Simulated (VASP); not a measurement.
The system is Si.

```xyz
2
Lattice="0.0000 2.7221 2.7221 2.7221 0.0000 2.7221 2.7221 2.7221 0.0000" Properties=species:S:1:pos:R:3 pbc="T T T"
Si    0.0000    0.0000    0.0000
Si    1.3611    1.3611    1.3611
```

Base run:

| Quantity | Value |
| --- | --- |
| Program | VASP 6.6.1 |
| Functional | PBE0 |
| Potentials or basis | VASP PAW PBE potentials, release 64 (Si) |
| Cutoff | 520 eV |
| k mesh | 6 × 6 × 6 |
| Occupations | gaussian, width 0.01 eV |
| Spin | no spin polarisation |

Its results: band gap on the k mesh 1.99 eV, indirect (least direct gap 4.01 eV); pressure -0.7 GPa.

**Question.** The run is repeated on the same cell with these changes: functional from PBE0 to HSE06. What comes out?

**Answer.** Band gap on the k mesh 1.31 eV, indirect (least direct gap 3.32 eV); pressure -0.5 GPa.

Caveats: the PAW data sets were made with another functional, which shifts forces and pressure a little.

A k mesh can miss the band edges.
